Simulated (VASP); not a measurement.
# Br (Pm-3m) in VASP: a series of runs

Runs on Br. Level: PBE. Tasks: single point.

All numbers are computed with VASP 6.6.1; they aren't measurements. Logs are shortened: lines on timing, memory, paths and dates and some standing lists are left out, and cuts for length are marked.

## (1) The cell of the first run

It takes space group Pm-3m (No. 221, cubic). The conventional cell has a = 2.465 Å, b = 2.465 Å, c = 2.465 Å, α = 90.00°, β = 90.00°, γ = 90.00°. Within 3.3 Å of Br (site symmetry m-3m) lie 6 Br at 2.46 Å.

## (2) Single point, PBE (14.97 Å³/atom)

Input file INCAR:

```
ALGO = Normal
EDIFF = 1E-6
ENCUT = 520
GGA = PE
ISIF = 2
ISMEAR = -1
LASPH = True
LCHARG = True
LELF = True
LREAL = False
LVHAR = True
LWAVE = False
NBANDS = 10
NELM = 100
PREC = Accurate
SIGMA = 0.1
```

Input file KPOINTS:

```
k-points
0
Gamma
  12 12 12
```

Input file POSCAR:

```
Br
1.0
    2.4647483904      0.0000000000      0.0000000000
    0.0000000000      2.4647483904      0.0000000000
    0.0000000000      0.0000000000      2.4647483904
Br
1
Direct
    0.0000000000      0.0000000000      0.0000000000
```

Potentials or basis: VASP PAW PBE potentials, release 64 (Br).

Launch:

```sh
cat potpaw_PBE.64/Br/POTCAR > POTCAR
mpirun -np 1 vasp_std > vasp.out
```

OUTCAR:

```text
EDIFF = 1E-6
   ENCUT = 520
   GGA = PE
   ISIF = 2
   ISMEAR = -1
   LASPH = True
   LREAL = False
   NELM = 100
   PREC = Accurate

 ion  position               nearest neighbor table
   1  0.000  0.000  0.000-

  LATTYP: Found a simple cubic cell.
 ALAT       =     2.4647483904

  Lattice vectors:

 A1 = (   2.4647483904,   0.0000000000,   0.0000000000)
 A2 = (   0.0000000000,   2.4647483904,   0.0000000000)
 A3 = (   0.0000000000,   0.0000000000,   2.4647483904)

Analysis of symmetry for initial positions (statically):
=====================================================================
 Subroutine PRICEL returns:
 Original cell was already a primitive cell.

 Routine SETGRP: Setting up the symmetry group for a
 simple cubic supercell.

 Subroutine GETGRP returns: Found 48 space group operations
 (whereof 48 operations were pure point group operations)
 out of a pool of 48 trial point group operations.

The static configuration has the point symmetry O_h .

Analysis of symmetry for dynamics (positions and initial velocities):
=====================================================================
 Subroutine PRICEL returns:
 Original cell was already a primitive cell.

 Routine SETGRP: Setting up the symmetry group for a
 simple cubic supercell.

 Subroutine GETGRP returns: Found 48 space group operations
 (whereof 48 operations were pure point group operations)
 out of a pool of 48 trial point group operations.

The dynamic configuration has the point symmetry O_h .

 Subroutine INISYM returns: Found 48 space group operations
 (whereof 48 operations are pure point group operations),
 and found     1 'primitive' translations

----------------------------------------------------------------------------------------

                                     Primitive cell

  volume of cell :      14.9733

  direct lattice vectors                    reciprocal lattice vectors
     2.464748390  0.000000000  0.000000000     0.405720926  0.000000000  0.000000000
     0.000000000  2.464748390  0.000000000     0.000000000  0.405720926  0.000000000
     0.000000000  0.000000000  2.464748390     0.000000000  0.000000000  0.405720926

  length of vectors
     2.464748390  2.464748390  2.464748390     0.405720926  0.405720926  0.405720926

  position of ions in fractional coordinates (direct lattice)
     0.000000000  0.000000000  0.000000000

[... 77 lines left out ...]
   EDIFFG = 0.1E-04   stopping-criterion for IOM
   NSW    =      0    number of steps for IOM
   IBRION =     -1    ionic relax: 0-MD 1-quasi-New 2-CG
   NFREE  =      0    steps in history (QN), initial steepest desc. (CG)
   ISIF   =      2    stress and relaxation
   ISYM   =      2    0-nonsym 1-usesym 2-fastsym
   POTIM  = 0.5000    time-step for ionic-motion
   TEBEG  =    0.0;   TEEND  =   0.0 temperature during run
   PSTRESS=    0.0 pullay stress
   NELECT =       7.0000    total number of electrons
   NUPDOWN=      -1.0000    fix difference up-down
   EMIN   =  10.00;   EMAX   =-10.00  energy-range for DOS
   EFERMI =   0.00;   METHOD = LEGACY
   ISMEAR =    -1;   SIGMA  =   0.10  broadening in eV -4-tet -1-fermi 0-gaus
   EFERMI_NEDOS =   21; number of points for ismear=-14 and -15
   IALGO  =     38    algorithm
   IMIX   =      4    mixing-type and parameters
     AMIX     =   0.40;   BMIX     =  1.00
     AMIX_MAG =   1.60;   BMIX_MAG =  1.00
  volume/ion in A,a.u.               =      14.97       101.04
  Fermi-wavevector in a.u.,A,eV,Ry     =   1.270579  2.401046 21.964842  1.614370
  Thomas-Fermi vector in A             =   2.403558
   LORBIT       =      0    0 simple, 1 ext, 2 COOP (PROOUT), +10 PAW based schemes
   GGA     = PE    functional components
   LHFCALC =     F    Hartree Fock is set to
   AEXX    =    0.0000 exact exchange contribution
   IVDW    =     0    specifies the selected vdW correction
   LEPSILON=     F    determine dielectric tensor
   LRPA    =     F    only Hartree local field effects (RPA)
 non-spin polarized calculation
  energy-cutoff  :      520.00
  volume of cell :       14.97
 maximum number of plane-waves:       437
   NGX =  9   NGY =  9   NGZ =  9

 number of electron       7.0000004 magnetization

 Free energy of the ion-electron system (eV)
  ---------------------------------------------------
  ext. energy  EPLUGINS =         0.00000000
  ---------------------------------------------------
  free energy    TOTEN  =         1.51776342 eV

  energy without entropy =        1.53828010  energy(sigma->0) =        1.52802176

 E-fermi :  11.3156     XC(G=0): -11.9153

 val. band max:       11.2985790344   @ k =   0.4167   0.0833   0.0833
 cond. band min:      11.3615234059   @ k =   0.3333   0.1667   0.0833
 fundamental gap:      0.0629443715
 Fermi energy:        11.3156153868

 k-point     1 :       0.0000    0.0000    0.0000
  band No.  band energies     occupation
      1     -11.7766      2.00000
      2      10.7181      1.99493
      3      10.7181      1.99493
      4      10.7181      1.99493
      5      17.1688      0.00000
      6      17.1688      0.00000
      7      19.8433      0.00000
      8      36.4274      0.00000
      9      36.4274      0.00000
     10      36.4274      0.00000
[... 287 lines left out ...]
 k-point    24 :       0.4167    0.3333    0.0000
  band No.  band energies     occupation
      1      -6.7061      2.00000
      2       1.1879      2.00000
      3       3.6848      2.00000
      4      13.6540      0.00000
      5      14.2716      0.00000
      6      23.7277      0.00000
      7      27.1807      0.00000
      8      29.2255      0.00000
      9      29.2970      0.00000
     10      31.6669      0.00000

 [... further k-points ...]

------------------------ aborting loop because EDIFF is reached ----------------------------------------

  FORCE on cell =-STRESS in cart. coord.  units (eV):
  Direction    XX          YY          ZZ          XY          YZ          ZX
  --------------------------------------------------------------------------------------
  -------------------------------------------------------------------------------------
  Total       10.4914440     10.4914440     10.4914440      0.0000000      0.0000000     -0.0000000
  in kB     1122.6078539   1122.6078539   1122.6078539      0.0000000      0.0000000     -0.0000000
  external PRESSURE =    1122.6078539 kB  Pullay stress =       0.0000000 kB

 VOLUME and BASIS-vectors are now :
 -----------------------------------------------------------------------------
  energy-cutoff  :      520.00
  volume of cell :       14.97
      direct lattice vectors                 reciprocal lattice vectors
     2.464748390  0.000000000  0.000000000     0.405720926  0.000000000  0.000000000
     0.000000000  2.464748390  0.000000000     0.000000000  0.405720926  0.000000000
     0.000000000  0.000000000  2.464748390     0.000000000  0.000000000  0.405720926

 POSITION                                       TOTAL-FORCE (eV/Angst)
 -----------------------------------------------------------------------------------
      0.00000      0.00000      0.00000         0.000000      0.000000      0.000000
 -----------------------------------------------------------------------------------
    total drift:                                0.000000      0.000000      0.000000

  FREE ENERGIE OF THE ION-ELECTRON SYSTEM (eV)
  ---------------------------------------------------
  free  energy   TOTEN  =         1.5177634156 eV

  energy  without entropy=        1.5382801047  energy(sigma->0) =        1.52802176
```

OSZICAR:

```text
N       E                     dE             d eps       ncg     rms          rms(c)
DAV:   1     0.212409308690E+02    0.21241E+02   -0.33493E+03  1704   0.577E+02
DAV:   2     0.196710880700E+01   -0.19274E+02   -0.18283E+02  2198   0.106E+02
DAV:   3     0.147805807235E+01   -0.48905E+00   -0.48327E+00  2068   0.144E+01
DAV:   4     0.147731838291E+01   -0.73969E-03   -0.73959E-03  1980   0.650E-01
DAV:   5     0.147731738413E+01   -0.99878E-06   -0.99935E-06  1990   0.233E-02    0.273E+01
DAV:   6     0.150884719126E+01    0.31530E-01   -0.25668E-02  1826   0.854E-01    0.159E+01
DAV:   7     0.151738005411E+01    0.85329E-02   -0.34498E-02  1798   0.102E+00    0.361E-01
DAV:   8     0.151777604437E+01    0.39599E-03   -0.14449E-03  1802   0.225E-01    0.263E-02
DAV:   9     0.151776771217E+01   -0.83322E-05   -0.17092E-05  2084   0.314E-02    0.105E-02
DAV:  10     0.151776368242E+01   -0.40298E-05   -0.38515E-06  1830   0.140E-02    0.883E-03
DAV:  11     0.151776341560E+01   -0.26682E-06   -0.65487E-07  1752   0.580E-03
   1 F= 0.15177634E+01 E0= 0.15280218E+01  d E =-.205167E-01
```

Wall time 7.3 s (1 thread of Intel Xeon 8259CL, shared host); peak memory 0.12 GiB.

Results:

- Free energy: 1.5178 eV
- Pressure: 112.3 GPa
- Band gap on the k mesh: zero (an odd number of electrons rules out a gap without spin polarisation)

Caveat: the cell stands under pressure; an odd number of electrons without spin polarisation forces a metal; a magnetic or distorted state may lie lower.

## (3) Single point, PBE (17.37 Å³/atom)

This run uses another cell than the first one, of 17.37 Å³/atom.

Input file INCAR:

```
SYSTEM = Br
PREC     = Accurate       ! precision mode
ENCUT    = 520            ! plane-wave cutoff, eV
EDIFF    = 1E-6           ! SCF threshold, eV
ISMEAR   = -1             ! smearing method
SIGMA    = 0.1            ! smearing width, eV
LREAL    = .FALSE.        ! projectors in reciprocal space
LASPH    = .TRUE.         ! aspherical terms in the spheres
NELM     = 60             ! most SCF steps
ALGO     = Normal         ! electronic algorithm
ISIF     = 2              ! what is computed and relaxed
LWAVE    = .FALSE.        ! write WAVECAR
LCHARG   = .TRUE.         ! write CHGCAR
GGA      = PE             ! functional
LELF     = .TRUE.         ! ELF
LVHAR    = .TRUE.       
NBANDS   = 10             ! bands
```

Input file KPOINTS:

```
Automatic mesh
0
G
  12 12 12
  0 0 0
```

Input file POSCAR:

```
Br
1.0
    2.5897544505      0.0000000000      0.0000000000
    0.0000000000      2.5897544505      0.0000000000
    0.0000000000      0.0000000000      2.5897544505
Br
1
Direct
    0.0000000000      0.0000000000      0.0000000000
```

Potentials or basis: VASP PAW PBE potentials, release 64 (Br).

Launch:

```sh
cat potpaw_PBE.64/Br/POTCAR > POTCAR
mpirun -np 1 vasp_std > vasp.out
```

OUTCAR:

```text
SYSTEM = Br
   PREC = Accurate
   ENCUT = 520
   EDIFF = 1E-6
   ISMEAR = -1
   LREAL = .FALSE.
   LASPH = .TRUE.
   NELM = 60
   ISIF = 2
   GGA = PE

 ion  position               nearest neighbor table
   1  0.000  0.000  0.000-

  LATTYP: Found a simple cubic cell.
 ALAT       =     2.5897544505

  Lattice vectors:

 A1 = (   2.5897544505,   0.0000000000,   0.0000000000)
 A2 = (   0.0000000000,   2.5897544505,   0.0000000000)
 A3 = (   0.0000000000,   0.0000000000,   2.5897544505)

Analysis of symmetry for initial positions (statically):
=====================================================================
 Subroutine PRICEL returns:
 Original cell was already a primitive cell.

 Routine SETGRP: Setting up the symmetry group for a
 simple cubic supercell.

 Subroutine GETGRP returns: Found 48 space group operations
 (whereof 48 operations were pure point group operations)
 out of a pool of 48 trial point group operations.

The static configuration has the point symmetry O_h .

Analysis of symmetry for dynamics (positions and initial velocities):
=====================================================================
 Subroutine PRICEL returns:
 Original cell was already a primitive cell.

 Routine SETGRP: Setting up the symmetry group for a
 simple cubic supercell.

 Subroutine GETGRP returns: Found 48 space group operations
 (whereof 48 operations were pure point group operations)
 out of a pool of 48 trial point group operations.

The dynamic configuration has the point symmetry O_h .

 Subroutine INISYM returns: Found 48 space group operations
 (whereof 48 operations are pure point group operations),
 and found     1 'primitive' translations

----------------------------------------------------------------------------------------

                                     Primitive cell

  volume of cell :      17.3690
[... 109 lines left out ...]
  Fermi-wavevector in a.u.,A,eV,Ry     =   1.209249  2.285148 19.895557  1.462282
  Thomas-Fermi vector in A             =   2.344832
   LORBIT       =      0    0 simple, 1 ext, 2 COOP (PROOUT), +10 PAW based schemes
   GGA     = PE    functional components
   LHFCALC =     F    Hartree Fock is set to
   AEXX    =    0.0000 exact exchange contribution
   IVDW    =     0    specifies the selected vdW correction
   LEPSILON=     F    determine dielectric tensor
   LRPA    =     F    only Hartree local field effects (RPA)
 non-spin polarized calculation
  energy-cutoff  :      520.00
  volume of cell :       17.37
 maximum number of plane-waves:       480
 NGX is ok and might be reduce to    20
   NGX =  9   NGY =  9   NGZ =  9

 number of electron       7.0000002 magnetization

 Free energy of the ion-electron system (eV)
  ---------------------------------------------------
  ext. energy  EPLUGINS =         0.00000000
  ---------------------------------------------------
  free energy    TOTEN  =         0.23067021 eV

  energy without entropy =        0.25102367  energy(sigma->0) =        0.24084694

 E-fermi :   8.5427     XC(G=0): -11.1417

 val. band max:        8.5009245282   @ k =   0.2500   0.2500   0.0833
 cond. band min:       8.5470754455   @ k =   0.1667   0.0833   0.0000
 fundamental gap:      0.0461509173
 Fermi energy:         8.5427098454

 k-point     1 :       0.0000    0.0000    0.0000
  band No.  band energies     occupation
      1     -12.3425      2.00000
      2       8.0871      1.97921
      3       8.0871      1.97921
      4       8.0871      1.97921
      5      15.2430      0.00000
      6      15.2430      0.00000
      7      16.4414      0.00000
      8      32.2379      0.00000
      9      32.2379      0.00000
     10      32.2379      0.00000
[... 287 lines left out ...]
 k-point    24 :       0.4167    0.3333    0.0000
  band No.  band energies     occupation
      1      -8.2903      2.00000
      2       0.1122      2.00000
      3       2.1085      2.00000
      4      10.8308      0.00000
      5      12.1004      0.00000
      6      20.5736      0.00000
      7      24.1650      0.00000
      8      25.9796      0.00000
      9      26.0056      0.00000
     10      27.8790      0.00000

 [... further k-points ...]

------------------------ aborting loop because EDIFF is reached ----------------------------------------

  FORCE on cell =-STRESS in cart. coord.  units (eV):
  Direction    XX          YY          ZZ          XY          YZ          ZX
  --------------------------------------------------------------------------------------
  -------------------------------------------------------------------------------------
  Total        6.8871031      6.8871031      6.8871031     -0.0000000     -0.0000000      0.0000000
  in kB      635.2891004    635.2891004    635.2891004     -0.0000000     -0.0000000      0.0000000
  external PRESSURE =     635.2891004 kB  Pullay stress =       0.0000000 kB

 VOLUME and BASIS-vectors are now :
 -----------------------------------------------------------------------------
  energy-cutoff  :      520.00
  volume of cell :       17.37
      direct lattice vectors                 reciprocal lattice vectors
     2.589754451  0.000000000  0.000000000     0.386136994  0.000000000  0.000000000
     0.000000000  2.589754451  0.000000000     0.000000000  0.386136994  0.000000000
     0.000000000  0.000000000  2.589754451     0.000000000  0.000000000  0.386136994

 POSITION                                       TOTAL-FORCE (eV/Angst)
 -----------------------------------------------------------------------------------
      0.00000      0.00000      0.00000         0.000000      0.000000      0.000000
 -----------------------------------------------------------------------------------
    total drift:                                0.000000     -0.000000      0.000000

  FREE ENERGIE OF THE ION-ELECTRON SYSTEM (eV)
  ---------------------------------------------------
  free  energy   TOTEN  =         0.2306702104 eV

  energy  without entropy=        0.2510236722  energy(sigma->0) =        0.24084694
```

OSZICAR:

```text
N       E                     dE             d eps       ncg     rms          rms(c)
DAV:   1     0.196840585211E+02    0.19684E+02   -0.33100E+03  1712   0.571E+02
DAV:   2     0.722952572723E+00   -0.18961E+02   -0.17871E+02  2178   0.103E+02
DAV:   3     0.213082253376E+00   -0.50987E+00   -0.50612E+00  2058   0.146E+01
DAV:   4     0.212103802734E+00   -0.97845E-03   -0.97802E-03  2058   0.756E-01
DAV:   5     0.212102343499E+00   -0.14592E-05   -0.14589E-05  1974   0.280E-02    0.191E+01
DAV:   6     0.226968486498E+00    0.14866E-01   -0.13543E-02  1836   0.610E-01    0.113E+01
DAV:   7     0.230618019824E+00    0.36495E-02   -0.19853E-02  1794   0.762E-01    0.234E-01
DAV:   8     0.230689303041E+00    0.71283E-04   -0.65861E-04  1820   0.150E-01    0.386E-02
DAV:   9     0.230675128747E+00   -0.14174E-04   -0.28774E-05  1940   0.344E-02    0.817E-03
DAV:  10     0.230670650693E+00   -0.44781E-05   -0.48266E-06  1826   0.143E-02    0.674E-03
DAV:  11     0.230670210440E+00   -0.44025E-06   -0.91975E-07  1774   0.622E-03
   1 F= 0.23067021E+00 E0= 0.24084694E+00  d E =-.203535E-01
```

stdout:

```text
POSCAR found type information on POSCAR Br
 POSCAR found :  1 types and       1 ions
 scaLAPACK will be used
 LDA part: xc-table for (Slater+PW92), standard interpolation
 POSCAR, INCAR and KPOINTS ok, starting setup
 FFT: planning ... GRIDC
 FFT: planning ... GRID_SOFT
 FFT: planning ... GRID
 WAVECAR not read
 entering main loop
```

It took 8.3 s on 1 thread of Intel Xeon 8259CL, shared host; peak memory 0.13 GiB.

Results:

```
Free energy            : 0.2307 eV
Pressure               : 63.5 GPa
Band gap on the k mesh : zero (an odd number of electrons rules out a gap without spin polarisation)
```

Caveat: the cell stands under pressure; an odd number of electrons without spin polarisation forces a metal; a magnetic or distorted state may lie lower.
